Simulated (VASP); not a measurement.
Here is a VASP 6.6.1 calculation.

INCAR

```
ALGO     = Fast           # electronic algorithm
EDIFF    = 1E-6           # SCF threshold, eV
ENCUT    = 520            # plane-wave cutoff, eV
GGA      = PS             # functional
ISIF     = 2              # what is computed and relaxed
ISMEAR   = 0              # smearing method
LASPH    = T              # aspherical terms in the spheres
LCHARG   = T              # write CHGCAR
LELF     = T              # ELF
LREAL    = F              # projectors in reciprocal space
LVHAR    = T            
LWAVE    = F              # write WAVECAR
NBANDS   = 24             # bands
NELM     = 80             # most SCF steps
PREC     = Accurate       # precision mode
SIGMA    = 0.1            # smearing width, eV
```

Contents of KPOINTS:

```
k-points
0
Gamma
  12 12 8
```

File POSCAR:

```
Al3Cu2
1.0
    4.2215431617      0.0000000000      0.0000000000
   -2.1107715808      3.6559636212      0.0000000000
    0.0000000000      0.0000000000      4.9219521125
Al Cu
3 2
Direct
    0.0000000000      0.0000000000      0.0000000000
    0.3333333333      0.6666666667      0.3529927186
    0.6666666667      0.3333333333      0.6470072814
    0.3333333333      0.6666666667      0.8467244729
    0.6666666667      0.3333333333      0.1532755271
```

Potentials or basis: VASP PAW PBE potentials, release 64 (Al, Cu).

Launch:

```console
$ cat potpaw_PBE.64/Al/POTCAR potpaw_PBE.64/Cu/POTCAR > POTCAR
$ mpirun -np 1 vasp_std > vasp.out
```

**Question.** Predict the pressure.

**Answer.** -5.4 GPa.

**Question.** Predict the largest force.

**Answer.** 0.005 eV/Å.

Stress tensor (GPa, compression positive):
```
-7.58  0.00  0.00
 0.00 -7.58  0.00
 0.00  0.00 -1.02
```

Caveat: the cell differs from its parent crystal (biaxial strain in the a-b plane: +3.0 %, then relaxed in part); the PAW data sets were made with another functional, which shifts forces and pressure a little.
